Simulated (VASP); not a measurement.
# Cd (Im-3m) in VASP: notebook

The runs below take Cd through single point, with LDA.

All numbers are computed with VASP 6.6.1; they aren't measurements. Logs are shortened: lines on timing, memory, paths and dates and some standing lists are left out, and cuts for length are marked.

**1. The cell of the first run**

The structure is cubic, space group Im-3m (No. 229). Conventional cell: a = 3.295 Å, b = 3.295 Å, c = 3.295 Å, α = 90.00°, β = 90.00°, γ = 90.00°. Cd (site symmetry m-3m) has 14 Cd at 2.85 to 3.29 Å within 3.8 Å.

**2. Single point, LDA (volume scaled by 0.88)**

Input file INCAR:

```
PREC = Accurate
ENCUT = 520
EDIFF = 1E-6
ISMEAR = -1
SIGMA = 0.1
LREAL = False
LASPH = True
NELM = 60
ALGO = Normal
ISIF = 2
LWAVE = False
LCHARG = True
GGA = CA
LELF = True
LVHAR = True
NBANDS = 12
```

Input file KPOINTS:

```
Automatic mesh
0
Gamma
  14 14 14
```

Input file POSCAR:

```
Cd
1.0
   -1.6473915344      1.6473915344      1.6473915344
    1.6473915344     -1.6473915344      1.6473915344
    1.6473915344      1.6473915344     -1.6473915344
Cd
1
Direct
    0.0000000000      0.0000000000      0.0000000000
```

Potentials or basis: VASP PAW LDA potentials, release 64 (Cd).

Launch:

```console
$ cat potpaw_LDA.64/Cd/POTCAR > POTCAR
$ mpirun -np 1 vasp_std > vasp.out
```

OUTCAR:

```text
PREC = Accurate
   ENCUT = 520
   EDIFF = 1E-6
   ISMEAR = -1
   LREAL = False
   LASPH = True
   NELM = 60
   ISIF = 2
   GGA = CA

 ion  position               nearest neighbor table
   1  0.000  0.000  0.000-

  LATTYP: Found a body centered cubic cell.
 ALAT       =     3.2947830688

  Lattice vectors:

 A1 = (  -1.6473915344,   1.6473915344,   1.6473915344)
 A2 = (   1.6473915344,  -1.6473915344,   1.6473915344)
 A3 = (   1.6473915344,   1.6473915344,  -1.6473915344)

Analysis of symmetry for initial positions (statically):
=====================================================================
 Subroutine PRICEL returns:
 Original cell was already a primitive cell.

 Routine SETGRP: Setting up the symmetry group for a
 body centered cubic supercell.

 Subroutine GETGRP returns: Found 48 space group operations
 (whereof 48 operations were pure point group operations)
 out of a pool of 48 trial point group operations.

The static configuration has the point symmetry O_h .

Analysis of symmetry for dynamics (positions and initial velocities):
=====================================================================
 Subroutine PRICEL returns:
 Original cell was already a primitive cell.

 Routine SETGRP: Setting up the symmetry group for a
 body centered cubic supercell.

 Subroutine GETGRP returns: Found 48 space group operations
 (whereof 48 operations were pure point group operations)
 out of a pool of 48 trial point group operations.

The dynamic configuration has the point symmetry O_h .

 Subroutine INISYM returns: Found 48 space group operations
 (whereof 48 operations are pure point group operations),
 and found     1 'primitive' translations

----------------------------------------------------------------------------------------

                                     Primitive cell

  volume of cell :      17.8834

  direct lattice vectors                    reciprocal lattice vectors
    -1.647391534  1.647391534  1.647391534     0.000000000  0.303510119  0.303510119
     1.647391534 -1.647391534  1.647391534     0.303510119  0.000000000  0.303510119
     1.647391534  1.647391534 -1.647391534     0.303510119  0.303510119  0.000000000

  length of vectors
     2.853365838  2.853365838  2.853365838     0.429228126  0.429228126  0.429228126

  position of ions in fractional coordinates (direct lattice)
     0.000000000  0.000000000  0.000000000

  ion indices of the primitive-cell ions
   primitive index   ion index
                 1           1

----------------------------------------------------------------------------------------

 KPOINTS: Automatic mesh

Automatic generation of k-mesh.
 Grid dimensions read from file:
 generate k-points for:   14   14   14

 Generating k-lattice:

  Cartesian coordinates                     Fractional coordinates (reciprocal lattice)
     0.000000000  0.021679294  0.021679294     0.071428571  0.000000000  0.000000000
     0.021679294  0.000000000  0.021679294     0.000000000  0.071428571  0.000000000
     0.021679294  0.021679294  0.000000000     0.000000000  0.000000000  0.071428571

  Length of vectors
     0.030659152  0.030659152  0.030659152

  Shift w.r.t. Gamma in fractional coordinates (k-lattice)
     0.000000000  0.000000000  0.000000000

 Subroutine IBZKPT returns following result:
 ===========================================

 Found    104 irreducible k-points:

 Following reciprocal coordinates:
            Coordinates               Weight
  0.000000  0.000000  0.000000      1.000000
  0.071429  0.000000  0.000000     12.000000
  0.142857  0.000000  0.000000     12.000000
  0.214286  0.000000  0.000000     12.000000
  0.285714  0.000000  0.000000     12.000000
  0.357143  0.000000  0.000000     12.000000
[... 16 lines left out ...]
  0.285714  0.285714  0.000000     24.000000
  0.357143  0.285714  0.000000     24.000000
 [... further k-points ...]
   k-points           NKPTS =    104   k-points in BZ     NKDIM =    104   number of bands    NBANDS=     12
   number of dos      NEDOS =    301   number of ions     NIONS =      1
   total plane-waves  NPLWV =  13824
   dimension x,y,z NGX =    24 NGY =   24 NGZ =   24
   dimension x,y,z NGXF=    48 NGYF=   48 NGZF=   48
   ions per type =               1
   NGX,Y,Z   is equivalent  to a cutoff of  13.98, 13.98, 13.98 a.u.
   NGXF,Y,Z  is equivalent  to a cutoff of  27.97, 27.97, 27.97 a.u.
 SYSTEM =  unknown system
   PREC   = accura    normal or accurate (medium, high low for compatibility)
   ISTART =      0    job   : 0-new  1-cont  2-samecut
   ICHARG =      2    charge: 1-file 2-atom 10-const
   ISPIN  =      1    spin polarized calculation?
   LNONCOLLINEAR =      F non collinear calculations
   LSORBIT =      F    spin-orbit coupling
   LASPH  =      T    aspherical Exc in radial PAW
   ENCUT  =  520.0 eV  38.22 Ry    6.18 a.u.   5.31  5.31  5.31*2*pi/ulx,y,z
   NELM   =     60;   NELMIN=  2; NELMDL= -5     # of ELM steps
   EDIFF  = 0.1E-05   stopping-criterion for ELM
   LREAL  =      F    real-space projection
   EDIFFG = 0.1E-04   stopping-criterion for IOM
   NSW    =      0    number of steps for IOM
   IBRION =     -1    ionic relax: 0-MD 1-quasi-New 2-CG
   NFREE  =      0    steps in history (QN), initial steepest desc. (CG)
   ISIF   =      2    stress and relaxation
   ISYM   =      2    0-nonsym 1-usesym 2-fastsym
   POTIM  = 0.5000    time-step for ionic-motion
   TEBEG  =    0.0;   TEEND  =   0.0 temperature during run
   PSTRESS=    0.0 pullay stress
   NELECT =      12.0000    total number of electrons
   NUPDOWN=      -1.0000    fix difference up-down
   EMIN   =  10.00;   EMAX   =-10.00  energy-range for DOS
   EFERMI =   0.00;   METHOD = LEGACY
   ISMEAR =    -1;   SIGMA  =   0.10  broadening in eV -4-tet -1-fermi 0-gaus
   EFERMI_NEDOS =   21; number of points for ismear=-14 and -15
   IALGO  =     38    algorithm
   IMIX   =      4    mixing-type and parameters
     AMIX     =   0.40;   BMIX     =  1.00
     AMIX_MAG =   1.60;   BMIX_MAG =  1.00
  volume/ion in A,a.u.               =      17.88       120.68
  Fermi-wavevector in a.u.,A,eV,Ry     =   1.433238  2.708428 27.948709  2.054172
  Thomas-Fermi vector in A             =   2.552778
   LORBIT       =      0    0 simple, 1 ext, 2 COOP (PROOUT), +10 PAW based schemes
   GGA     = CA    functional components
   LHFCALC =     F    Hartree Fock is set to
   AEXX    =    0.0000 exact exchange contribution
   IVDW    =     0    specifies the selected vdW correction
   LEPSILON=     F    determine dielectric tensor
   LRPA    =     F    only Hartree local field effects (RPA)
 non-spin polarized calculation
  energy-cutoff  :      520.00
  volume of cell :       17.88
 maximum number of plane-waves:       496
 NGX is ok and might be reduce to    24
   NGX = 11   NGY = 11   NGZ = 11

 number of electron      12.0000003 magnetization

 Free energy of the ion-electron system (eV)
  ---------------------------------------------------
  ext. energy  EPLUGINS =         0.00000000
  ---------------------------------------------------
  free energy    TOTEN  =        -1.35390179 eV

  energy without entropy =       -1.34141114  energy(sigma->0) =       -1.34765646

 E-fermi :   4.5311     XC(G=0): -12.4220

 val. band max:        4.4866214713   @ k =   0.3571   0.1429   0.1429
 cond. band min:       4.5602313762   @ k =   0.5000   0.5000   0.2143
 fundamental gap:      0.0736099048
 Fermi energy:         4.5310827177

 k-point     1 :       0.0000    0.0000    0.0000
  band No.  band energies     occupation
      1      -6.2065      2.00000
      2      -5.6203      2.00000
      3      -5.6203      2.00000
      4      -5.6203      2.00000
      5      -4.6384      2.00000
      6      -4.6384      2.00000
      7      20.8065      0.00000
      8      20.8065      0.00000
      9      20.8065      0.00000
     10      23.6955      0.00000
     11      23.6955      0.00000
     12      23.6955      0.00000

 k-point     2 :       0.0714    0.0000    0.0000
  band No.  band energies     occupation
      1      -6.0544      2.00000
      2      -5.6469      2.00000
      3      -5.6032      2.00000
      4      -5.5481      2.00000
      5      -4.6658      2.00000
      6      -4.6369      2.00000
      7      19.7578      0.00000
      8      20.5586      0.00000
      9      20.7309      0.00000
     10      22.4627      0.00000
     11      22.6089      0.00000
     12      22.7880      0.00000

 k-point     3 :       0.1429    0.0000    0.0000
  band No.  band energies     occupation
      1      -5.8332      2.00000
      2      -5.7209      2.00000
      3      -5.3413      2.00000
      4      -5.3377      2.00000
      5      -4.7191      2.00000
      6      -4.6321      2.00000
      7      17.0417      0.00000
      8      19.4546      0.00000
      9      20.5496      0.00000
     10      20.7733      0.00000
     11      21.6516      0.00000
     12      22.7563      0.00000
[... 286 lines left out ...]
 k-point    23 :       0.2857    0.2857    0.0000
  band No.  band energies     occupation
      1      -6.1201      2.00000
      2      -5.6398      2.00000
      3      -5.1626      2.00000
      4      -4.6729      2.00000
      5      -4.4455      2.00000
      6       2.4949      2.00000
      7       6.7672      0.00000
      8       7.2107      0.00000
      9      14.9926      0.00000
     10      22.3523      0.00000
     11      23.9333      0.00000
     12      28.3372      0.00000

 k-point    24 :       0.3571    0.2857    0.0000
  band No.  band energies     occupation
      1      -6.1222      2.00000
      2      -5.5639      2.00000
      3      -5.2477      2.00000
      4      -4.6135      2.00000
      5      -4.4823      2.00000
      6       4.3558      1.70456
      7       4.8960      0.05073
      8       6.8033      0.00000
      9      14.8880      0.00000
     10      22.6907      0.00000
     11      23.8586      0.00000
     12      27.7661      0.00000

 [... further k-points ...]

------------------------ aborting loop because EDIFF is reached ----------------------------------------

  FORCE on cell =-STRESS in cart. coord.  units (eV):
  Direction    XX          YY          ZZ          XY          YZ          ZX
  --------------------------------------------------------------------------------------
  -------------------------------------------------------------------------------------
  Total        1.4015436      1.4015436      1.4015436     -0.0000000     -0.0000000      0.0000000
  in kB      125.5644520    125.5644520    125.5644520     -0.0000000     -0.0000000      0.0000000
  external PRESSURE =     125.5644520 kB  Pullay stress =       0.0000000 kB

 VOLUME and BASIS-vectors are now :
 -----------------------------------------------------------------------------
  energy-cutoff  :      520.00
  volume of cell :       17.88
      direct lattice vectors                 reciprocal lattice vectors
    -1.647391534  1.647391534  1.647391534     0.000000000  0.303510119  0.303510119
     1.647391534 -1.647391534  1.647391534     0.303510119  0.000000000  0.303510119
     1.647391534  1.647391534 -1.647391534     0.303510119  0.303510119  0.000000000

 POSITION                                       TOTAL-FORCE (eV/Angst)
 -----------------------------------------------------------------------------------
      0.00000      0.00000      0.00000        -0.000000      0.000000     -0.000000
 -----------------------------------------------------------------------------------
    total drift:                               -0.000000      0.000000      0.000000

  FREE ENERGIE OF THE ION-ELECTRON SYSTEM (eV)
  ---------------------------------------------------
  free  energy   TOTEN  =        -1.3539017904 eV

  energy  without entropy=       -1.3414111376  energy(sigma->0) =       -1.34765646
```

It took 7.9 s on 1 thread of Intel Xeon 6975P-C (Granite Rapids), shared host; peak memory 0.13 GiB.

Results:

```yaml
Free_energy: -1.3539 eV
Pressure: 12.6 GPa
Band_gap_on_the_k_mesh: zero (band 6 reaches 7.90 eV, above the bottom of band 7 at 3.84 eV)
```

**3. Single point, LDA (volume scaled by 0.92)**

Input file INCAR:

```
SYSTEM = Cd
PREC = Accurate
ENCUT = 520
EDIFF = 1E-6
ISMEAR = -1
SIGMA = 0.1
LREAL = .FALSE.
LASPH = .TRUE.
NELM = 100
ALGO = Normal
ISIF = 2
LWAVE = .FALSE.
LCHARG = .FALSE.
NBANDS = 12
```

Input file KPOINTS:

```
regular mesh
0
G
  14 14 14
  0 0 0
```

Input file POSCAR:

```
Cd
1.0
   -1.6719830933      1.6719830933      1.6719830933
    1.6719830933     -1.6719830933      1.6719830933
    1.6719830933      1.6719830933     -1.6719830933
Cd
1
Direct
    0.0000000000      0.0000000000      0.0000000000
```

Potentials or basis: VASP PAW LDA potentials, release 64 (Cd).

Launch:

```console
$ cat potpaw_LDA.64/Cd/POTCAR > POTCAR
$ mpirun -np 1 vasp_std > vasp.out
```

OUTCAR:

```text
SYSTEM = Cd
   PREC = Accurate
   ENCUT = 520
   EDIFF = 1E-6
   ISMEAR = -1
   LREAL = .FALSE.
   LASPH = .TRUE.
   NELM = 100
   ISIF = 2

 ion  position               nearest neighbor table
   1  0.000  0.000  0.000-

  LATTYP: Found a body centered cubic cell.
 ALAT       =     3.3439661866

  Lattice vectors:

 A1 = (  -1.6719830933,   1.6719830933,   1.6719830933)
 A2 = (   1.6719830933,  -1.6719830933,   1.6719830933)
 A3 = (   1.6719830933,   1.6719830933,  -1.6719830933)

[... 529 lines left out ...]
      4      -4.9195      2.00000
      5      -4.7984      2.00000
      6       3.9817      1.35122
      7       4.3829      0.07259
      8       6.3060      0.00000
      9      14.1898      0.00000
     10      21.9054      0.00000
     11      23.0628      0.00000
     12      26.5103      0.00000

 [... further k-points ...]
[... 5 lines left out ...]
  --------------------------------------------------------------------------------------
  -------------------------------------------------------------------------------------
  Total        0.8609820      0.8609820      0.8609820      0.0000000      0.0000000     -0.0000000
  in kB       73.7817624     73.7817624     73.7817624      0.0000000      0.0000000     -0.0000000
  external PRESSURE =      73.7817624 kB  Pullay stress =       0.0000000 kB

 VOLUME and BASIS-vectors are now :
 -----------------------------------------------------------------------------
  energy-cutoff  :      520.00
  volume of cell :       18.70
      direct lattice vectors                 reciprocal lattice vectors
    -1.671983093  1.671983093  1.671983093     0.000000000  0.299046086  0.299046086
     1.671983093 -1.671983093  1.671983093     0.299046086  0.000000000  0.299046086
     1.671983093  1.671983093 -1.671983093     0.299046086  0.299046086  0.000000000

 POSITION                                       TOTAL-FORCE (eV/Angst)
 -----------------------------------------------------------------------------------
      0.00000      0.00000      0.00000         0.000000      0.000000      0.000000
 -----------------------------------------------------------------------------------
    total drift:                                0.000000      0.000000      0.000000

  FREE ENERGIE OF THE ION-ELECTRON SYSTEM (eV)
  ---------------------------------------------------
  free  energy   TOTEN  =        -1.4039182514 eV

  energy  without entropy=       -1.3910930710  energy(sigma->0) =       -1.39750566
```

stdout:

```text
POSCAR found type information on POSCAR Cd
 POSCAR found :  1 types and       1 ions
 scaLAPACK will be used
 LDA part: xc-table for (Slater(with rela. corr.)+CA(PZ))
 , standard interpolation
 POSCAR, INCAR and KPOINTS ok, starting setup
 FFT: planning ... GRIDC
 FFT: planning ... GRID_SOFT
 FFT: planning ... GRID
 WAVECAR not read
 entering main loop
```

Wall time 7.3 s (1 thread of Intel Xeon 6975P-C (Granite Rapids), shared host); peak memory 0.14 GiB.

What came out:

- Free energy: -1.4039 eV
- Pressure: 7.4 GPa
- Band gap on the k mesh: zero (band 6 reaches 7.45 eV, above the bottom of band 7 at 3.32 eV)

**4. Single point, LDA (volume scaled by 0.96)**

Input file INCAR:

```
PREC = Accurate
ENCUT = 520
EDIFF = 1E-6
ISMEAR = -1
SIGMA = 0.1
LREAL = F
LASPH = T
NELM = 100
ALGO = Normal
ISIF = 2
LWAVE = F
LCHARG = F
GGA = CA
NBANDS = 12
```

Input file KPOINTS:

```
regular mesh
0
Gamma
  14 14 14
```

Input file POSCAR:

```
Cd
1.0
   -1.6958717935      1.6958717935      1.6958717935
    1.6958717935     -1.6958717935      1.6958717935
    1.6958717935      1.6958717935     -1.6958717935
Cd
1
Direct
    0.0000000000      0.0000000000      0.0000000000
```

Launch:

```console
$ cat potpaw_LDA.64/Cd/POTCAR > POTCAR
$ mpirun -np 1 vasp_std > vasp.out
```

Wall time 6.4 s (1 thread of Intel Xeon 6975P-C (Granite Rapids), shared host); peak memory 0.14 GiB.

Results (log left out):

```yaml
Free_energy: -1.4309 eV
Pressure: 3.4 GPa
Band_gap_on_the_k_mesh: zero (band 6 reaches 7.04 eV, above the bottom of band 7 at 2.84 eV)
```

Levels at points of the mesh, in eV from the Fermi level:
| k point | band 4 | band 5 | band 6 | band 7 | band 8 | band 9 |
| --- | --- | --- | --- | --- | --- | --- |
| (0.00, 0.00, 0.00) | -9.68 | -8.85 | -8.85 | 16.03 | 16.03 | 16.03 |
| (0.50, 0.00, 0.00) | -8.81 | -8.28 | -2.68 | -0.79 | 9.98 | 10.43 |
| (0.50, 0.50, 0.50) | -8.42 | -8.42 | 3.41 | 3.41 | 3.41 | 6.78 |

[end of part 1 of 2]
